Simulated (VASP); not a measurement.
# SnSe (Pm-3m) in VASP: a series of runs

SnSe is run at these levels: PBE; tasks: single point.

All numbers are computed with VASP 6.6.1; they aren't measurements. Logs are shortened: lines on timing, memory, paths and dates and some standing lists are left out, and cuts for length are marked.

## (1) The cell of the first run

It takes space group Pm-3m (No. 221, cubic). Conventional cell: a = 3.526 Å, b = 3.526 Å, c = 3.526 Å, α = 90.00°, β = 90.00°, γ = 90.00°. Sn (site symmetry m-3m) has 8 Se at 3.05 Å and 6 Sn at 3.53 Å within 4.0 Å. Within 4.0 Å of Se (site symmetry m-3m) lie 8 Sn at 3.05 Å and 6 Se at 3.53 Å.

## (2) Single point, PBE (volume scaled by 0.88)

Input file INCAR:

```
PREC = Accurate ; ENCUT = 520
EDIFF = 1E-6 ; ISMEAR = 0
SIGMA = 0.1 ; LREAL = F
LASPH = T ; NELM = 100
ALGO = Normal ; ISIF = 2
LWAVE = F ; LCHARG = F
GGA = PE ; NBANDS = 17
```

Input file KPOINTS:

```
Automatic mesh
0
Gamma
  12 12 12
```

Input file POSCAR:

```
SnSe
1.0
    3.5261263559      0.0000000000      0.0000000000
    0.0000000000      3.5261263559      0.0000000000
    0.0000000000      0.0000000000      3.5261263559
Sn Se
1 1
Direct
    0.5000000000      0.5000000000      0.5000000000
    0.0000000000      0.0000000000      0.0000000000
```

Potentials or basis: VASP PAW PBE potentials, release 64 (Sn_d, Se).

Started as:

```console
> cat potpaw_PBE.64/Sn_d/POTCAR potpaw_PBE.64/Se/POTCAR > POTCAR
> mpirun -np 1 vasp_std > vasp.out
```

OUTCAR:

```text
PREC = Accurate
   ENCUT = 520
   EDIFF = 1E-6
   ISMEAR = 0
   LREAL = F
   LASPH = T
   NELM = 100
   ISIF = 2
   GGA = PE

 ion  position               nearest neighbor table
   1  0.500  0.500  0.500-   2 3.05   2 3.05   2 3.05   2 3.05   2 3.05   2 3.05   2 3.05   2 3.05

   2  0.000  0.000  0.000-   1 3.05   1 3.05   1 3.05   1 3.05   1 3.05   1 3.05   1 3.05   1 3.05

  LATTYP: Found a simple cubic cell.
 ALAT       =     3.5261263559

  Lattice vectors:

 A1 = (   3.5261263559,   0.0000000000,   0.0000000000)
 A2 = (   0.0000000000,   3.5261263559,   0.0000000000)
 A3 = (   0.0000000000,   0.0000000000,   3.5261263559)

Analysis of symmetry for initial positions (statically):
=====================================================================
 Subroutine PRICEL returns:
 Original cell was already a primitive cell.

 Routine SETGRP: Setting up the symmetry group for a
 simple cubic supercell.

 Subroutine GETGRP returns: Found 48 space group operations
 (whereof 48 operations were pure point group operations)
 out of a pool of 48 trial point group operations.

The static configuration has the point symmetry O_h .

Analysis of symmetry for dynamics (positions and initial velocities):
=====================================================================
 Subroutine PRICEL returns:
 Original cell was already a primitive cell.

 Routine SETGRP: Setting up the symmetry group for a
 simple cubic supercell.

 Subroutine GETGRP returns: Found 48 space group operations
 (whereof 48 operations were pure point group operations)
 out of a pool of 48 trial point group operations.

The dynamic configuration has the point symmetry O_h .

 Subroutine INISYM returns: Found 48 space group operations
 (whereof 48 operations are pure point group operations),
 and found     1 'primitive' translations

----------------------------------------------------------------------------------------

                                     Primitive cell

  volume of cell :      43.8423

  direct lattice vectors                    reciprocal lattice vectors
     3.526126356  0.000000000  0.000000000     0.283597324  0.000000000  0.000000000
     0.000000000  3.526126356  0.000000000     0.000000000  0.283597324  0.000000000
     0.000000000  0.000000000  3.526126356     0.000000000  0.000000000  0.283597324

  length of vectors
     3.526126356  3.526126356  3.526126356     0.283597324  0.283597324  0.283597324

  position of ions in fractional coordinates (direct lattice)
     0.500000000  0.500000000  0.500000000
     0.000000000  0.000000000  0.000000000

  ion indices of the primitive-cell ions
   primitive index   ion index
                 1           1
                 2           2

----------------------------------------------------------------------------------------

 KPOINTS: Automatic mesh

Automatic generation of k-mesh.
 Grid dimensions read from file:
 generate k-points for:   12   12   12

 Generating k-lattice:

  Cartesian coordinates                     Fractional coordinates (reciprocal lattice)
     0.023633110  0.000000000  0.000000000     0.083333333  0.000000000  0.000000000
     0.000000000  0.023633110  0.000000000     0.000000000  0.083333333  0.000000000
     0.000000000  0.000000000  0.023633110     0.000000000  0.000000000  0.083333333

  Length of vectors
     0.023633110  0.023633110  0.023633110

  Shift w.r.t. Gamma in fractional coordinates (k-lattice)
     0.000000000  0.000000000  0.000000000

 Subroutine IBZKPT returns following result:
 ===========================================

 Found     84 irreducible k-points:

 Following reciprocal coordinates:
            Coordinates               Weight
  0.000000  0.000000  0.000000      1.000000
  0.083333  0.000000  0.000000      6.000000
  0.166667  0.000000  0.000000      6.000000
  0.250000  0.000000  0.000000      6.000000
  0.333333  0.000000  0.000000      6.000000
  0.416667  0.000000  0.000000      6.000000
[... 16 lines left out ...]
  0.333333  0.333333  0.000000     12.000000
  0.416667  0.333333  0.000000     24.000000
 [... further k-points ...]
   k-points           NKPTS =     84   k-points in BZ     NKDIM =     84   number of bands    NBANDS=     17
   number of dos      NEDOS =    301   number of ions     NIONS =      2
   total plane-waves  NPLWV =  21952
   dimension x,y,z NGX =    28 NGY =   28 NGZ =   28
   dimension x,y,z NGXF=    56 NGYF=   56 NGZF=   56
   ions per type =               1   1
   NGX,Y,Z   is equivalent  to a cutoff of  13.20, 13.20, 13.20 a.u.
   NGXF,Y,Z  is equivalent  to a cutoff of  26.40, 26.40, 26.40 a.u.
 SYSTEM =  unknown system
   PREC   = accura    normal or accurate (medium, high low for compatibility)
   ISTART =      0    job   : 0-new  1-cont  2-samecut
   ICHARG =      2    charge: 1-file 2-atom 10-const
   ISPIN  =      1    spin polarized calculation?
   LNONCOLLINEAR =      F non collinear calculations
   LSORBIT =      F    spin-orbit coupling
   LASPH  =      T    aspherical Exc in radial PAW
   ENCUT  =  520.0 eV  38.22 Ry    6.18 a.u.   6.56  6.56  6.56*2*pi/ulx,y,z
   NELM   =    100;   NELMIN=  2; NELMDL= -5     # of ELM steps
   EDIFF  = 0.1E-05   stopping-criterion for ELM
   LREAL  =      F    real-space projection
   EDIFFG = 0.1E-04   stopping-criterion for IOM
   NSW    =      0    number of steps for IOM
   IBRION =     -1    ionic relax: 0-MD 1-quasi-New 2-CG
   NFREE  =      0    steps in history (QN), initial steepest desc. (CG)
   ISIF   =      2    stress and relaxation
   ISYM   =      2    0-nonsym 1-usesym 2-fastsym
   POTIM  = 0.5000    time-step for ionic-motion
   TEBEG  =    0.0;   TEEND  =   0.0 temperature during run
   PSTRESS=    0.0 pullay stress
   NELECT =      20.0000    total number of electrons
   NUPDOWN=      -1.0000    fix difference up-down
   EMIN   =  10.00;   EMAX   =-10.00  energy-range for DOS
   EFERMI =   0.00;   METHOD = LEGACY
   ISMEAR =     0;   SIGMA  =   0.10  broadening in eV -4-tet -1-fermi 0-gaus
   EFERMI_NEDOS =   21; number of points for ismear=-14 and -15
   IALGO  =     38    algorithm
   IMIX   =      4    mixing-type and parameters
     AMIX     =   0.40;   BMIX     =  1.00
     AMIX_MAG =   1.60;   BMIX_MAG =  1.00
  volume/ion in A,a.u.               =      21.92       147.93
  Fermi-wavevector in a.u.,A,eV,Ry     =   1.260241  2.381510 21.608875  1.588208
  Thomas-Fermi vector in A             =   2.393761
   LORBIT       =      0    0 simple, 1 ext, 2 COOP (PROOUT), +10 PAW based schemes
   GGA     = PE    functional components
   LHFCALC =     F    Hartree Fock is set to
   AEXX    =    0.0000 exact exchange contribution
   IVDW    =     0    specifies the selected vdW correction
   LEPSILON=     F    determine dielectric tensor
   LRPA    =     F    only Hartree local field effects (RPA)
 non-spin polarized calculation
 Gauss-broadening in eV      SIGMA  =   0.10
  energy-cutoff  :      520.00
  volume of cell :       43.84
 maximum number of plane-waves:      1208
 NGX is ok and might be reduce to    28
   NGX = 13   NGY = 13   NGZ = 13

 number of electron      20.0000009 magnetization

 Free energy of the ion-electron system (eV)
  ---------------------------------------------------
  ext. energy  EPLUGINS =         0.00000000
  ---------------------------------------------------
  free energy    TOTEN  =        -7.57545446 eV

  energy without entropy =       -7.56924646  energy(sigma->0) =       -7.57235046

 E-fermi :   7.8829     XC(G=0): -10.7877

 val. band max:        7.8660335038   @ k =   0.3333   0.1667   0.0833
 cond. band min:       7.9046961178   @ k =   0.5000   0.2500   0.2500
 fundamental gap:      0.0386626139
 Fermi energy:         7.8828797606

 k-point     1 :       0.0000    0.0000    0.0000
  band No.  band energies     occupation
      1     -13.8302      2.00000
      2     -13.8302      2.00000
      3     -13.7196      2.00000
      4     -13.7196      2.00000
      5     -13.7196      2.00000
      6      -6.8693      2.00000
[... 9 lines left out ...]
     16      20.7902      0.00000
     17      20.7902      0.00000

 k-point     2 :       0.0833    0.0000    0.0000
  band No.  band energies     occupation
      1     -13.8299      2.00000
      2     -13.8241      2.00000
      3     -13.7218      2.00000
      4     -13.7218      2.00000
      5     -13.7195      2.00000
      6      -6.8072      2.00000
[... 9 lines left out ...]
     16      20.5052      0.00000
     17      20.5249      0.00000

 k-point     3 :       0.1667    0.0000    0.0000
  band No.  band energies     occupation
      1     -13.8289      2.00000
      2     -13.8074      2.00000
      3     -13.7277      2.00000
      4     -13.7277      2.00000
      5     -13.7189      2.00000
      6      -6.6261      2.00000
[... 9 lines left out ...]
     16      19.4980      0.00000
     17      20.3402      0.00000

 k-point     4 :       0.2500    0.0000    0.0000
  band No.  band energies     occupation
      1     -13.8276      2.00000
      2     -13.7845      2.00000
      3     -13.7358      2.00000
      4     -13.7358      2.00000
      5     -13.7182      2.00000
      6      -6.3451      2.00000
[... 9 lines left out ...]
     16      18.0940      0.00000
     17      20.5486      0.00000
[... 343 lines left out ...]
      1     -13.7965      2.00000
      2     -13.7805      2.00000
      3     -13.7490      2.00000
      4     -13.7314      2.00000
      5     -13.7174      2.00000
      6      -5.1521      2.00000
[... 9 lines left out ...]
     16      18.4746      0.00000
     17      19.1739      0.00000

 k-point    23 :       0.3333    0.3333    0.0000
  band No.  band energies     occupation
      1     -13.7922      2.00000
      2     -13.7819      2.00000
      3     -13.7406      2.00000
      4     -13.7393      2.00000
      5     -13.7217      2.00000
      6      -5.2490      2.00000
[... 9 lines left out ...]
     16      17.8344      0.00000
     17      19.4576      0.00000

 k-point    24 :       0.4167    0.3333    0.0000
  band No.  band energies     occupation
      1     -13.7913      2.00000
      2     -13.7880      2.00000
      3     -13.7455      2.00000
      4     -13.7390      2.00000
      5     -13.7074      2.00000
      6      -5.0043      2.00000
[... 9 lines left out ...]
     16      18.1761      0.00000
     17      18.4343      0.00000

 [... further k-points ...]

------------------------ aborting loop because EDIFF is reached ----------------------------------------

  FORCE on cell =-STRESS in cart. coord.  units (eV):
  Direction    XX          YY          ZZ          XY          YZ          ZX
  --------------------------------------------------------------------------------------
  -------------------------------------------------------------------------------------
  Total        2.2892235      2.2892235      2.2892235      0.0000000      0.0000000      0.0000000
  in kB       83.6575560     83.6575560     83.6575560      0.0000000      0.0000000      0.0000000
  external PRESSURE =      83.6575560 kB  Pullay stress =       0.0000000 kB

 VOLUME and BASIS-vectors are now :
 -----------------------------------------------------------------------------
  energy-cutoff  :      520.00
  volume of cell :       43.84
      direct lattice vectors                 reciprocal lattice vectors
     3.526126356  0.000000000  0.000000000     0.283597324  0.000000000  0.000000000
     0.000000000  3.526126356  0.000000000     0.000000000  0.283597324  0.000000000
     0.000000000  0.000000000  3.526126356     0.000000000  0.000000000  0.283597324

 POSITION                                       TOTAL-FORCE (eV/Angst)
 -----------------------------------------------------------------------------------
      1.76306      1.76306      1.76306         0.000000      0.000000      0.000000
      0.00000      0.00000      0.00000         0.000000      0.000000      0.000000
 -----------------------------------------------------------------------------------
    total drift:                                0.000000      0.000000      0.000000

  FREE ENERGIE OF THE ION-ELECTRON SYSTEM (eV)
  ---------------------------------------------------
  free  energy   TOTEN  =        -7.5754544633 eV

  energy  without entropy=       -7.5692464616  energy(sigma->0) =       -7.57235046
```

Run time: 65 s. Hardware: 1 thread of Intel Xeon Platinum 8175M at 2.50GHz (Skylake/Cascade Lake), shared host; peak memory 0.2 GiB.

Results:

```yaml
Free_energy: -7.5755 eV
Pressure: 8.4 GPa
Band_gap_on_the_k_mesh: zero (band 10 reaches 8.35 eV, above the bottom of band 11 at 6.27 eV)
```

Levels at points of the mesh, in eV from the Fermi level:
```
           k point  band 6  band 7  band 8  band 9  band 10  band 11  band 12  band 13  band 14  band 15
(0.00, 0.00, 0.00)  -14.75   -5.51   -2.35   -2.35    -2.35     4.01     4.01     6.88     6.88     6.88
(0.50, 0.00, 0.00)  -13.46   -9.21   -0.85   -0.85    -0.06     0.78     3.17     3.17     5.96     7.50
(0.50, 0.50, 0.00)  -12.50   -6.33   -5.94   -5.94    -0.37     4.44     4.44     5.26     6.56     8.60
(0.50, 0.50, 0.50)  -12.00   -4.28   -3.68   -3.68    -3.68    -1.61    -1.61    -1.61    15.27    15.27
```

Caveat: spin-orbit coupling is left out, which moves the levels of the heavy elements.

[end of part 1 of 2]
